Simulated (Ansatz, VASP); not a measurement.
BeTe in VASP and in Ansatz

INCAR

```
PREC = Accurate ; ENCUT = 520
EDIFF = 1E-8 ; ISMEAR = -1
SIGMA = 0.05 ; LREAL = False
LASPH = True ; NELM = 60
ALGO = Normal ; ISIF = 2
LWAVE = False ; LCHARG = False
GGA = PE ; LEFG = True
NBANDS = 11
```

Contents of KPOINTS:

```
regular mesh
0
Gamma
  11 11 11
```

File POSCAR:

```
BeTe
1.0
    0.0000000000      2.7467215885      2.7467215885
    2.7467215885      0.0000000000      2.7467215885
    2.7467215885      2.7467215885      0.0000000000
Be Te
1 1
Direct
    0.0000000000      0.0000000000      0.0000000000
    0.7500000000      0.7500000000      0.7500000000
```

Input for Ansatz:

```yaml
crystal:
  lattice:
    - [0.0, 2.7467215885, 2.7467215885]
    - [2.7467215885, 0.0, 2.7467215885]
    - [2.7467215885, 2.7467215885, 0.0]
  atoms:
    - { symbol: Be, position: [0.0, 0.0, 0.0] }
    - { symbol: Te, position: [0.75, 0.75, 0.75] }
kpoints:
  mp_grid: { grid: [11, 11, 11] }
scf:
  occupations: { method: fermi_dirac, width: 0.05 }
hamiltonian:
  xc: pbe
  pseudopotentials: { kind: paw }
output:
  forces: true
  stress: true
  eigenvalues: true
  efg: { contact_densities: true }
```

Change from the starting cell: volume scaled by 0.975, PAW files.

Alike in both runs: task electric field gradients; functional PBE; k mesh 11 × 11 × 11; occupations fermi-dirac, width 0.05 eV; no spin polarisation.

|  | VASP | Ansatz |
| --- | --- | --- |
| version | VASP 6.6.1 | Ansatz 0.2.0 |
| potentials or method | VASP PAW PBE potentials, release 64 (Be, Te) | PAW with Ansatz's default frozen-core files, scalar-relativistic |
| plane-wave cutoff (eV) | 520 | 420 |
| valence electrons in the cell | 8 | 18 |

VASP gave:

* pressure (GPa): 6.4

Task: What did Ansatz give for the same quantities?

Result: Pressure (GPa): 6.2.

VASP's potentials hold 8 valence electrons a cell and Ansatz's 18, so a difference there can come from the potentials and not from the codes.

Spin-orbit coupling is off throughout.
